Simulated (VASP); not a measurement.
# NaPt2 (Fd-3m) in VASP: notebook

The runs below take NaPt2 through single point, relaxation of cell and atoms, with LDA.

Everything below comes from runs of VASP 6.6.1. Logs are shortened: lines on timing, memory, paths and dates and some standing lists are left out, and cuts for length are marked.

## Step 1: The cell of the first run

The structure is cubic, space group Fd-3m (No. 227). Conventional cell: a = 7.411 Å, b = 7.411 Å, c = 7.411 Å, α = 90.00°, β = 90.00°, γ = 90.00°. Within 4.0 Å of Na (site symmetry -43m) lie 12 Pt at 3.07 Å and 4 Na at 3.21 Å. Within 3.5 Å of Pt (site symmetry -3m) lie 6 Pt at 2.62 Å and 6 Na at 3.07 Å.

## Step 2: Single point, LDA

INCAR

```
PREC = Accurate ; ENCUT = 520
EDIFF = 1E-6 ; ISMEAR = 0
SIGMA = 0.1 ; LREAL = F
LASPH = T ; NELM = 100
ALGO = Normal ; ISIF = 2
LWAVE = F ; LCHARG = F
NBANDS = 36
```

KPOINTS

```
regular mesh
0
Gamma
  8 8 8
```

POSCAR

```
NaPt2
1.0
    0.0000000000      3.7053942172      3.7053942172
    3.7053942172      0.0000000000      3.7053942172
    3.7053942172      3.7053942172      0.0000000000
Na Pt
2 4
Direct
    0.7500000000      0.7500000000      0.7500000000
    0.5000000000      0.5000000000      0.5000000000
    0.1250000000      0.1250000000      0.1250000000
    0.6250000000      0.1250000000      0.1250000000
    0.1250000000      0.1250000000      0.6250000000
    0.1250000000      0.6250000000      0.1250000000
```

Potentials or basis: VASP PAW LDA potentials, release 64 (Na_pv, Pt).

Started as:

```sh
> cat potpaw_LDA.64/Na_pv/POTCAR potpaw_LDA.64/Pt/POTCAR > POTCAR
> mpirun -np 1 vasp_std > vasp.out
```

OUTCAR:

```text
PREC = Accurate
   ENCUT = 520
   EDIFF = 1E-6
   ISMEAR = 0
   LREAL = F
   LASPH = T
   NELM = 100
   ISIF = 2

 ion  position               nearest neighbor table
   1  0.750  0.750  0.750-   4 3.07   5 3.07   6 3.07   5 3.07   5 3.07   6 3.07   3 3.07   4 3.07
                             3 3.07   3 3.07   4 3.07   6 3.07
   2  0.500  0.500  0.500-   5 3.07   5 3.07   4 3.07   5 3.07   6 3.07   3 3.07   3 3.07   4 3.07
                             6 3.07   6 3.07   3 3.07   4 3.07
   3  0.125  0.125  0.125-   4 2.62   5 2.62   6 2.62   5 2.62   6 2.62   4 2.62   2 3.07   1 3.07
                             2 3.07   1 3.07   2 3.07   1 3.07
   4  0.625  0.125  0.125-   3 2.62   5 2.62   6 2.62   3 2.62   5 2.62   6 2.62   1 3.07   2 3.07
                             1 3.07   2 3.07   1 3.07   2 3.07
   5  0.125  0.125  0.625-   3 2.62   3 2.62   4 2.62   6 2.62   6 2.62   4 2.62   1 3.07   2 3.07
                             2 3.07   1 3.07   2 3.07   1 3.07
   6  0.125  0.625  0.125-   3 2.62   5 2.62   3 2.62   4 2.62   5 2.62   4 2.62   1 3.07   2 3.07
                             2 3.07   1 3.07   2 3.07   1 3.07

  LATTYP: Found a face centered cubic cell.
 ALAT       =     7.4107884344

  Lattice vectors:

 A1 = (   0.0000000000,   3.7053942172,   3.7053942172)
 A2 = (   3.7053942172,   0.0000000000,   3.7053942172)
 A3 = (   3.7053942172,   3.7053942172,   0.0000000000)

Analysis of symmetry for initial positions (statically):
=====================================================================
 Subroutine PRICEL returns:
 Original cell was already a primitive cell.

 Routine SETGRP: Setting up the symmetry group for a
 face centered cubic supercell.

 Subroutine GETGRP returns: Found 48 space group operations
 (whereof 24 operations were pure point group operations)
 out of a pool of 48 trial point group operations.

The static configuration has the point symmetry T_d .
 The point group associated with its full space group is O_h .

Analysis of symmetry for dynamics (positions and initial velocities):
=====================================================================
 Subroutine PRICEL returns:
 Original cell was already a primitive cell.

 Routine SETGRP: Setting up the symmetry group for a
 face centered cubic supercell.

 Subroutine GETGRP returns: Found 48 space group operations
 (whereof 24 operations were pure point group operations)
 out of a pool of 48 trial point group operations.

The dynamic configuration has the point symmetry T_d .
 The point group associated with its full space group is O_h .

[... 109 lines left out ...]
   NSW    =      0    number of steps for IOM
   IBRION =     -1    ionic relax: 0-MD 1-quasi-New 2-CG
   NFREE  =      0    steps in history (QN), initial steepest desc. (CG)
   ISIF   =      2    stress and relaxation
   ISYM   =      2    0-nonsym 1-usesym 2-fastsym
   POTIM  = 0.5000    time-step for ionic-motion
   TEBEG  =    0.0;   TEEND  =   0.0 temperature during run
   PSTRESS=    0.0 pullay stress
   NELECT =      54.0000    total number of electrons
   NUPDOWN=      -1.0000    fix difference up-down
   EMIN   =  10.00;   EMAX   =-10.00  energy-range for DOS
   EFERMI =   0.00;   METHOD = LEGACY
   ISMEAR =     0;   SIGMA  =   0.10  broadening in eV -4-tet -1-fermi 0-gaus
   EFERMI_NEDOS =   21; number of points for ismear=-14 and -15
   IALGO  =     38    algorithm
   IMIX   =      4    mixing-type and parameters
     AMIX     =   0.40;   BMIX     =  1.00
     AMIX_MAG =   1.60;   BMIX_MAG =  1.00
  volume/ion in A,a.u.               =      16.96       114.44
  Fermi-wavevector in a.u.,A,eV,Ry     =   1.325445  2.504728 23.902771  1.756804
  Thomas-Fermi vector in A             =   2.454905
   LORBIT       =      0    0 simple, 1 ext, 2 COOP (PROOUT), +10 PAW based schemes
   GGA     = CA    functional components
   LHFCALC =     F    Hartree Fock is set to
   AEXX    =    0.0000 exact exchange contribution
   IVDW    =     0    specifies the selected vdW correction
   LEPSILON=     F    determine dielectric tensor
   LRPA    =     F    only Hartree local field effects (RPA)
 non-spin polarized calculation
 Gauss-broadening in eV      SIGMA  =   0.10
  energy-cutoff  :      520.00
  volume of cell :      101.75
 maximum number of plane-waves:      2764
   NGX = 19   NGY = 19   NGZ = 19

 number of electron      54.0000011 magnetization

 Free energy of the ion-electron system (eV)
  ---------------------------------------------------
  ext. energy  EPLUGINS =         0.00000000
  ---------------------------------------------------
  free energy    TOTEN  =       -34.80444504 eV

  energy without entropy =      -34.78788871  energy(sigma->0) =      -34.79616687

 E-fermi :   6.3298     XC(G=0): -11.6709

 val. band max:        6.3083652781   @ k =  -0.2500   0.1250   0.0000
 cond. band min:       6.3409660673   @ k =   0.5000   0.3750   0.1250
 fundamental gap:      0.0326007892
 Fermi energy:         6.3298258203

 k-point     1 :       0.0000    0.0000    0.0000
  band No.  band energies     occupation
      1     -16.3692      2.00000
      2     -16.3692      2.00000
      3     -16.3692      2.00000
      4     -16.3199      2.00000
      5     -16.3199      2.00000
      6     -16.3199      2.00000
[... 925 lines left out ...]
     35      14.0408      0.00000
     36      15.5600      0.00000

 [... further k-points ...]

------------------------ aborting loop because EDIFF is reached ----------------------------------------

  FORCE on cell =-STRESS in cart. coord.  units (eV):
  Direction    XX          YY          ZZ          XY          YZ          ZX
  --------------------------------------------------------------------------------------
  -------------------------------------------------------------------------------------
  Total        0.2364164      0.2364164      0.2364164      0.0000000     -0.0000000     -0.0000000
  in kB        3.7226737      3.7226737      3.7226737      0.0000000     -0.0000000     -0.0000000
  external PRESSURE =       3.7226737 kB  Pullay stress =       0.0000000 kB

 VOLUME and BASIS-vectors are now :
 -----------------------------------------------------------------------------
  energy-cutoff  :      520.00
  volume of cell :      101.75
      direct lattice vectors                 reciprocal lattice vectors
     0.000000000  3.705394217  3.705394217    -0.134938409  0.134938409  0.134938409
     3.705394217  0.000000000  3.705394217     0.134938409 -0.134938409  0.134938409
     3.705394217  3.705394217  0.000000000     0.134938409  0.134938409 -0.134938409

 POSITION                                       TOTAL-FORCE (eV/Angst)
 -----------------------------------------------------------------------------------
      5.55809      5.55809      5.55809        -0.000000     -0.000000     -0.000000
      3.70539      3.70539      3.70539         0.000000      0.000000      0.000000
      0.92635      0.92635      0.92635        -0.000000      0.000000      0.000000
      0.92635      2.77905      2.77905        -0.000000      0.000000      0.000000
      2.77905      2.77905      0.92635        -0.000000      0.000000      0.000000
      2.77905      0.92635      2.77905        -0.000000      0.000000      0.000000
 -----------------------------------------------------------------------------------
    total drift:                                0.000000     -0.000000      0.000000

  FREE ENERGIE OF THE ION-ELECTRON SYSTEM (eV)
  ---------------------------------------------------
  free  energy   TOTEN  =       -34.8044450363 eV

  energy  without entropy=      -34.7878887075  energy(sigma->0) =      -34.79616687
```

stdout:

```text
POSCAR found type information on POSCAR NaPt
 POSCAR found :  2 types and       6 ions
 scaLAPACK will be used
 LDA part: xc-table for (Slater(with rela. corr.)+CA(PZ))
 , standard interpolation
 POSCAR, INCAR and KPOINTS ok, starting setup
 FFT: planning ... GRIDC
 FFT: planning ... GRID_SOFT
 FFT: planning ... GRID
 WAVECAR not read
 entering main loop
```

It took 56 s on 1 thread of Intel Xeon 6975P-C (Granite Rapids), shared host; peak memory 0.24 GiB.

What came out:

```yaml
Free_energy: -34.8044 eV
Pressure: 0.4 GPa
Band_gap_on_the_k_mesh: zero (bands 27 and 28 overlap by 2.28 eV)
```

Levels at points of the mesh, in eV from the Fermi level:
```tsv
k point	band 24	band 25	band 26	band 27	band 28	band 29	band 30	band 31
(0.00, 0.00, 0.00)	-0.58	1.47	1.62	1.62	1.62	2.28	2.28	2.28
(0.50, 0.00, 0.00)	-0.92	-0.85	-0.60	-0.60	1.62	2.27	3.50	3.50
(0.50, 0.50, 0.00)	-1.98	-0.91	-0.91	-0.66	-0.66	2.66	2.66	3.36
```

Caveat: spin-orbit coupling is left out, which moves the levels of the heavy elements.

## Step 3: Relaxation of cell and atoms, LDA

This run uses another cell than the first one, of 18.15 Å³/atom.

INCAR

```
ALGO = Normal ; EDIFF = 1E-6
EDIFFG = -0.005 ; ENCUT = 600
GGA = CA ; IBRION = 2
ISIF = 3 ; ISMEAR = 0
LASPH = T ; LCHARG = F
LREAL = F ; LWAVE = F
NELM = 100 ; NSW = 70
PREC = Accurate ; SIGMA = 0.1
```

KPOINTS

```
k-points
0
Gamma
  8 8 8
```

Changes to POSCAR since step 2:

```diff
@@ -2,5 +2,5 @@
 1.0
-    0.0000000000      3.7053942172      3.7053942172
-    3.7053942172      0.0000000000      3.7053942172
-    3.7053942172      3.7053942172      0.0000000000
+    0.0000000000      3.7905801532      3.7905801532
+    3.7905801532      0.0000000000      3.7905801532
+    3.7905801532      3.7905801532      0.0000000000
 Na Pt
```

Potentials or basis: VASP PAW LDA potentials, release 64 (Na_pv, Pt).

Started as:

```sh
> cat potpaw_LDA.64/Na_pv/POTCAR potpaw_LDA.64/Pt/POTCAR > POTCAR
> mpirun -np 1 vasp_std > vasp.out
```

It took 4.5 min on 1 thread of Intel Xeon 6975P-C (Granite Rapids), shared host; peak memory 0.32 GiB.

Results (log left out):

```
Free energy                           : -34.8059 eV
Relaxed volume                        : 17.01 Å³/atom
Relaxed cell                          : a = 5.245 Å, b = 5.245 Å, c = 5.245 Å, α = 60.00°, β = 60.00°, γ = 60.00°
Space group after relaxing (to 0.1 Å) : Fd-3m (No. 227)
Energy gained by relaxing             : 32.6 meV/atom
Ionic steps                           : 6
Pressure after relaxing               : 0.0 GPa
Band gap on the k mesh                : zero (bands 27 and 28 overlap by 2.27 eV)
```

Step by step:
```
step  energy change (eV)  largest force (eV/Å)  pressure (GPa)  volume (Å³)
   1              0.0000                0.0000           -8.50       108.93
   2              0.1224                0.0000           14.53        94.45
   3             -0.1955                0.0000           -0.18       102.15
   4             -0.1956                0.0000            0.05       102.02
   5             -0.1956                0.0000           -0.09       102.09
   6             -0.1956                0.0000            0.00       102.04
```

Final structure:
```
CELL_PARAMETERS angstrom
0.00000 3.70895 3.70895
3.70895 0.00000 3.70895
3.70895 3.70895 0.00000
ATOMIC_POSITIONS crystal
Na 0.75000 0.75000 0.75000
Na 0.50000 0.50000 0.50000
Pt 0.12500 0.12500 0.12500
Pt 0.62500 0.12500 0.12500
Pt 0.12500 0.12500 0.62500
Pt 0.12500 0.62500 0.12500
```

Levels at points of the mesh, in eV from the Fermi level:
```tsv
k point	band 25	band 26	band 27	band 28	band 29	band 30
(0.00, 0.00, 0.00)	1.47	1.61	1.61	1.61	2.28	2.28
(0.50, 0.00, 0.00)	-0.85	-0.60	-0.60	1.61	2.27	3.49
(0.50, 0.50, 0.00)	-0.90	-0.90	-0.66	-0.66	2.65	2.65
```

Caveat: spin-orbit coupling is left out, which moves the levels of the heavy elements. Zero-point motion and thermal expansion aren't in these numbers.
